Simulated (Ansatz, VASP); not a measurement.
## Two plane-wave programs on Ti3Ag

Contents of INCAR:

```
PREC = Accurate
ENCUT = 520
EDIFF = 1E-8
ISMEAR = -1
SIGMA = 0.08
LREAL = False
LASPH = True
NELM = 100
ALGO = Normal
ISIF = 2
LWAVE = False
LCHARG = False
LEFG = True
NBANDS = 32
```

File KPOINTS:

```
Automatic mesh
0
Gamma
  9 9 9
```

Contents of POSCAR:

```
Ti3Ag
1.0
    4.1729965509      0.0000000000      0.0000000000
    0.0000000000      4.1729965509      0.0000000000
    0.0000000000      0.0000000000      3.9367891990
Ti Ag
3 1
Direct
    0.0000000000      0.5000000000      0.5000000000
    0.5000000000      0.0000000000      0.5000000000
    0.5000000000      0.5000000000      0.0000000000
    0.0000000000      0.0000000000      0.0000000000
```

Input for Ansatz:

```yaml
crystal:
  lattice:
    - [4.1729965509, 0.0, 0.0]
    - [0.0, 4.1729965509, 0.0]
    - [0.0, 0.0, 3.936789199]
  atoms:
    - { symbol: Ti, position: [0.0, 0.5, 0.5] }
    - { symbol: Ti, position: [0.5, 0.0, 0.5] }
    - { symbol: Ti, position: [0.5, 0.5, 0.0] }
    - { symbol: Ag, position: [0.0, 0.0, 0.0] }
kpoints:
  mp_grid: { grid: [9, 9, 9] }
scf:
  occupations: { method: fermi_dirac, width: 0.08 }
hamiltonian:
  xc: lda
  pseudopotentials: { kind: paw }
output:
  forces: true
  stress: true
  eigenvalues: true
  efg: { contact_densities: true }
```

Change from the starting cell: volume scaled by 0.99, PAW files.

Alike in both runs: task electric field gradients; functional LDA; k mesh 9 × 9 × 9; occupations fermi-dirac, width 0.08 eV; no spin polarisation.

|  | VASP | Ansatz |
| --- | --- | --- |
| version | VASP 6.6.1 | Ansatz 0.2.0 |
| potentials or method | VASP PAW LDA potentials, release 64 (Ti_sv, Ag) | PAW with Ansatz's default frozen-core files, scalar-relativistic |
| plane-wave cutoff (eV) | 520 | 420 |
| valence electrons in the cell | 47 | 55 |

|  | VASP | Ansatz | Ansatz less VASP |
| --- | --- | --- | --- |
| pressure (GPa) | -8.8 | -8.9 | -0.10 |
| traceless stress, the component that is largest in VASP (GPa) | 1.44 | 1.44 | +0.005 |
| size of Vzz on the site where it differs most (V/Å²) | 2.3 | 4.3 | +1.96 |

LDA's correlation is that of Perdew and Zunger in VASP and of Perdew and Wang (1992) in Ansatz. VASP's potentials hold 47 valence electrons a cell and Ansatz's 55, so a difference there can come from the potentials and not from the codes.
